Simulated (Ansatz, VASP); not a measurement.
**BeSi2 in VASP and in Ansatz**

```
CELL_PARAMETERS angstrom
4.87038 0.00000 0.00000
0.00000 5.48083 0.00000
0.00000 0.00000 2.63291
ATOMIC_POSITIONS crystal
Si 0.18000 0.36000 0.00000
Si 0.82000 0.64000 0.00000
Si 0.68000 0.14000 0.50000
Si 0.32000 0.86000 0.50000
Be 0.00000 0.00000 0.00000
Be 0.50000 0.50000 0.50000
```

Alike in both runs: task single point; functional PBE; k mesh 7 × 6 × 13; occupations fermi-dirac, width 0.0303 eV; no spin polarisation.

|  | VASP | Ansatz |
| --- | --- | --- |
| version | VASP 6.6.1 | Ansatz 0.2.0 |
| potentials or method | VASP PAW PBE potentials, release 64 (Si, Be), cutoff 520 eV | PAW plane waves |
| valence electrons in the cell | 20 | 20 |

```tsv
	VASP	Ansatz	Ansatz less VASP
pressure (GPa)	21.2	21.2	0.00
traceless stress, the component that is largest in VASP (GPa)	-9.10	-9.08	+0.022
rms of the force components (eV/Å)	0.155	0.154	-0.0016
```

Atom by atom the forces differ by 0.003 eV/Å (rms over components).
